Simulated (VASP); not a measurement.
Write the native input for VASP 6.6.1 that does the following.

```yaml
Task: single point
Functional: PBE
Potentials_or_basis: VASP PAW PBE potentials, release 64 (Ce, Hf_pv, O)
Cutoff: 520 eV
k_mesh: 4 × 4 × 4
Occupations: gaussian, width 0.1 eV
Spin: no spin polarisation
Dipole_correction: no
Further_INCAR_settings: ALGO = Normal; EDIFF = 1e-06; NBANDS = 59
```

The structure of Ce3HfO8 lies in POSCAR:

```
Ce3HfO8
1.0
    3.6143769405     -3.5784660667      0.0000000000
    3.6143769405      3.5784660667      0.0000000000
    0.0000000000      0.0000000000      7.0555168157
Ce Hf O
3 1 8
Direct
    0.0000000000      0.0000000000      0.5000000000
    0.5000000000      0.5000000000      0.2444730481
    0.5000000000      0.5000000000      0.7555269519
    0.0000000000      0.0000000000      0.0000000000
    0.1847810461      0.1847810461      0.2341008540
    0.1847810461      0.1847810461      0.7658991460
    0.7026993490      0.2973006510      0.0000000000
    0.6884093460      0.3115906540      0.5000000000
    0.2973006510      0.7026993490      0.0000000000
    0.3115906540      0.6884093460      0.5000000000
    0.8152189539      0.8152189539      0.2341008540
    0.8152189539      0.8152189539      0.7658991460
```

The input as run:

INCAR

```
PREC = Accurate ; ENCUT = 520
EDIFF = 1E-6 ; ISMEAR = 0
SIGMA = 0.1 ; LREAL = F
LASPH = T ; NELM = 100
ALGO = Normal ; ISIF = 2
LWAVE = F ; LCHARG = F
GGA = PE ; NBANDS = 59
```

KPOINTS

```
regular mesh
0
Gamma
  4 4 4
```

Potentials or basis: VASP PAW PBE potentials, release 64 (Ce, Hf_pv, O).

The run is started by

```sh
$ cat potpaw_PBE.64/Ce/POTCAR potpaw_PBE.64/Hf_pv/POTCAR potpaw_PBE.64/O/POTCAR > POTCAR
$ mpirun -np 1 vasp_std > vasp.out
```

It gave:

```
Pressure               : -0.6 GPa
Largest force          : 0.140 eV/Å
Band gap on the k mesh : 1.75 eV (least direct gap 1.80 eV)
```

Caveat: spin-orbit coupling is left out, which moves the levels of the heavy elements.

Wall time 40 min on 1 thread of Intel(R) Xeon(R) Platinum 8375C CPU @ 2.90GHz (Ice Lake), with other jobs on the host, peak memory 0.41 GiB.
